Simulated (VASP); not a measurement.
Cl:

```
Cl
1.0
     3.10687    2.11574    0.00000
     3.10687   -2.11574    0.00000
     0.00000    0.00000   -8.19440
Cl
4
Direct
  0.13810 0.86190 0.88910
  0.36190 0.63810 0.38910
  0.86190 0.13810 0.11090
  0.63810 0.36190 0.61090
```

```yaml
Program: VASP 6.6.1
Task: relaxation of cell and atoms
Functional: PBE
Potentials_or_basis: VASP PAW PBE potentials, release 64 (Cl)
Cutoff: 600 eV
k_mesh: 8 × 8 × 4
Occupations: fermi-dirac, width 0.1 eV
Spin: no spin polarisation
```

At the start: pressure -2.5 GPa; volume 26.93 Å³/atom.

Q: Where does the relaxation end?

A: Over 35 steps the energy falls by 91.4 meV/atom and the volume is 34.13 Å³/atom (+26.7 %); space group Cmce (No. 64, to 0.1 Å) before and after.

The path:
| step | energy change (eV) | largest force (eV/Å) | pressure (GPa) | volume (Å³) |
| --- | --- | --- | --- | --- |
| 1 | 0.0000 | 1.4589 | -2.50 | 107.73 |
| 2 | -0.0535 | 1.7357 | 5.87 | 101.17 |
| 3 | -0.2338 | 0.1630 | 1.28 | 103.98 |
| 4 | -0.2340 | 0.1251 | 1.38 | 103.91 |
| 5 | -0.2634 | 0.0799 | 1.19 | 106.78 |
| 6 | -0.3215 | 0.1207 | 0.87 | 115.68 |
| 7 | -0.3398 | 0.6037 | 0.98 | 134.76 |
| 8 | -0.3553 | 0.2617 | 0.33 | 138.50 |
| 9 | -0.3578 | 0.0858 | 0.00 | 140.61 |
| 10 | -0.3578 | 0.0708 | -0.02 | 140.79 |
| 11 | -0.3578 | 0.0623 | -0.04 | 140.91 |
| 12 | -0.3580 | 0.0592 | -0.04 | 140.70 |
| 13 | -0.3587 | 0.0498 | -0.05 | 140.05 |
| 14 | -0.3598 | 0.0328 | -0.07 | 138.76 |
| 15 | -0.3613 | 0.0317 | -0.09 | 136.20 |
| 16 | -0.3609 | 0.0937 | -0.07 | 131.18 |
| 17 | -0.3618 | 0.0528 | -0.07 | 134.17 |
| 18 | -0.3621 | 0.0258 | 0.06 | 133.27 |
| 19 | -0.3621 | 0.0200 | 0.05 | 133.37 |
| 20 | -0.3622 | 0.0173 | 0.05 | 133.31 |
| 21 | -0.3625 | 0.0131 | 0.04 | 133.13 |
| 22 | -0.3629 | 0.0210 | 0.03 | 132.78 |
| 23 | -0.3629 | 0.0585 | 0.00 | 132.07 |
| 24 | -0.3631 | 0.0396 | 0.01 | 132.42 |
| 25 | -0.3632 | 0.0088 | 0.08 | 132.35 |
| 26 | -0.3632 | 0.0110 | 0.12 | 132.30 |
| 27 | -0.3634 | 0.0117 | 0.12 | 132.41 |
| 28 | -0.3637 | 0.0134 | 0.12 | 132.73 |
| 29 | -0.3641 | 0.0159 | 0.13 | 133.36 |
| 30 | -0.3640 | 0.0206 | 0.13 | 134.58 |
| 31 | -0.3642 | 0.0162 | 0.13 | 133.84 |
| 32 | -0.3642 | 0.0993 | -0.09 | 134.65 |
| 33 | -0.3644 | 0.0456 | 0.02 | 134.24 |
| 34 | -0.3649 | 0.0362 | 0.02 | 134.81 |
| 35 | -0.3657 | 0.0032 | 0.02 | 136.52 |

Final structure:
```
Cl
1.0
     3.76967    2.17311    0.00000
     3.76967   -2.17311    0.00000
     0.00000    0.00000   -8.33232
Cl
4
Cartesian
  3.7697 -1.6826 -7.4534
  3.7697 -0.4905 -3.2873
  3.7697 1.6826 -0.8789
  3.7697 0.4905 -5.0450
```

Caveat: the volume moved by over 15 % at a fixed basis, so the end points are rough; this functional lacks dispersion, which holds the molecules together, so the pressure and a relaxed volume are unreliable.
